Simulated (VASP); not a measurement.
Wanted: the native input for a VASP 6.6.1 run.

```yaml
Task: single point
Functional: PBE
Potentials_or_basis: VASP PAW PBE potentials, release 64 (Ni)
Cutoff: 520 eV
k_mesh: 14 × 14 × 14
Occupations: fermi-dirac, width 0.1 eV
Spin: collinear spin, ferromagnetic start
Starting_moments: "[1.41] μB"
Fixed_moment: 1.41 μB
Dipole_correction: no
Further_INCAR_settings: ALGO = Normal; EDIFF = 1e-07; NBANDS = 15
```

The structure of Ni lies in POSCAR:

```
Ni
1.0
    0.0000000000      1.7597000000      1.7597000000
    1.7597000000      0.0000000000      1.7597000000
    1.7597000000      1.7597000000      0.0000000000
Ni
1
Direct
    0.0000000000      0.0000000000      0.0000000000
```

One way to write it, as run:

INCAR

```
PREC     = Accurate       # precision mode
ENCUT    = 520            # plane-wave cutoff, eV
EDIFF    = 1E-7           # SCF threshold, eV
ISMEAR   = -1             # smearing method
SIGMA    = 0.1            # smearing width, eV
LREAL    = F              # projectors in reciprocal space
LASPH    = T              # aspherical terms in the spheres
NELM     = 150            # most SCF steps
ALGO     = Normal         # electronic algorithm
ISIF     = 2              # what is computed and relaxed
LWAVE    = F              # write WAVECAR
LCHARG   = F              # write CHGCAR
ISPIN    = 2              # spin polarisation
MAGMOM   = 1.41           # initial moments
LORBIT   = 11             # projections on sites
NUPDOWN  = 1.41           # fixed moment
LMAXMIX  = 4              # l up to which the mixer works
GGA      = PE             # functional
NBANDS   = 15             # bands
```

KPOINTS

```
regular mesh
0
Gamma
  14 14 14
```

Potentials or basis: VASP PAW PBE potentials, release 64 (Ni).

Command:

```sh
$ cat potpaw_PBE.64/Ni/POTCAR > POTCAR
$ mpirun -np 1 vasp_std > vasp.out
```

It gave:

```yaml
Pressure: 10.1 GPa
Net_moment: 1.41 μB per cell
Site_moments: Ni +1.36 μB
Valence_electrons_inside_the_program's_atomic_spheres: Ni 9.28
```

Caveat: the total moment is fixed, so each spin has its own Fermi level.

Wall time 38 s on 1 thread of Intel Xeon 6975P-C, on a shared host, peak memory 0.15 GiB.
